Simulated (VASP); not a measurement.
Write the native input for VASP 6.6.1 that does the following.

| Property | Result |
| --- | --- |
| Task | single point |
| Functional | r2SCAN |
| Potentials or basis | VASP PAW PBE potentials, release 64 (Si, O) |
| Cutoff | 520 eV |
| k mesh | 6 × 6 × 6 |
| Occupations | gaussian, width 0.02 eV |
| Spin | no spin polarisation |
| Dipole correction | no |
| Further INCAR settings | ALGO = Normal; EDIFF = 1e-07; NBANDS = 44 |

The system is SiO2.

```
Si O
1.0
     0.00000    4.67452    7.32685
     2.33769    0.00000    7.32685
     2.33769    4.67452    0.00000
Si O
4 8
Direct
  0.56282 0.56282 0.93718
  0.31282 0.31282 0.68718
  0.68718 0.68718 0.31282
  0.93718 0.93718 0.56282
  0.62500 0.12500 0.62500
  0.62500 0.62500 0.12500
  0.62500 0.62500 0.62500
  0.12500 0.62500 0.62500
  0.18351 0.81649 0.18351
  0.81649 0.18351 0.81649
  0.43351 0.06649 0.43351
  0.06649 0.43351 0.06649
```

One way to write it, as run:

POSCAR

```
SiO2
1.0
    0.0000000000      4.6745231165      7.3268549422
    2.3376882236      0.0000000000      7.3268549422
    2.3376882236      4.6745231165      0.0000000000
Si O
4 8
Direct
    0.5628238097      0.5628238097      0.9371761903
    0.3128238097      0.3128238097      0.6871761903
    0.6871761903      0.6871761903      0.3128238097
    0.9371761903      0.9371761903      0.5628238097
    0.6250000000      0.1250000000      0.6250000000
    0.6250000000      0.6250000000      0.1250000000
    0.6250000000      0.6250000000      0.6250000000
    0.1250000000      0.6250000000      0.6250000000
    0.1835103536      0.8164896464      0.1835103536
    0.8164896464      0.1835103536      0.8164896464
    0.4335103536      0.0664896464      0.4335103536
    0.0664896464      0.4335103536      0.0664896464
```

INCAR.step1

```
PREC = Accurate
ENCUT = 520
ISMEAR = 0
SIGMA = 0.02
LREAL = False
LASPH = True
NELM = 80
NBANDS = 44
GGA = PE
ALGO = Normal
EDIFF = 1E-4
LWAVE = True
LCHARG = False
```

INCAR.step2

```
PREC = Accurate
ENCUT = 520
EDIFF = 1E-7
ISMEAR = 0
SIGMA = 0.02
LREAL = False
LASPH = True
NELM = 80
ALGO = Normal
ISIF = 2
LWAVE = False
LCHARG = False
METAGGA = R2SCAN
LMIXTAU = True
NBANDS = 44
ISTART = 1
```

KPOINTS

```
Automatic mesh
0
Gamma
  6 6 6
```

Potentials or basis: VASP PAW PBE potentials, release 64 (Si, O).

Launch:

```sh
$ cat potpaw_PBE.64/Si/POTCAR potpaw_PBE.64/O/POTCAR > POTCAR
$ cp INCAR.step1 INCAR
$ mpirun -np 1 vasp_std > vasp.out
$ cp INCAR.step2 INCAR
$ mpirun -np 1 vasp_std > vasp.out
```

Results of the run:

The pressure is 3.2 GPa. The largest force is 0.047 eV/Å and the band gap on the k mesh is 6.52 eV.

Caveat: the cell stands under pressure; the PAW data sets were made with another functional, which shifts forces and pressure a little.

Run time: 23 min on 1 thread of AMD EPYC 9R45 96-Core Processor (Zen 5), with other jobs on the host, peak memory 0.53 GiB.
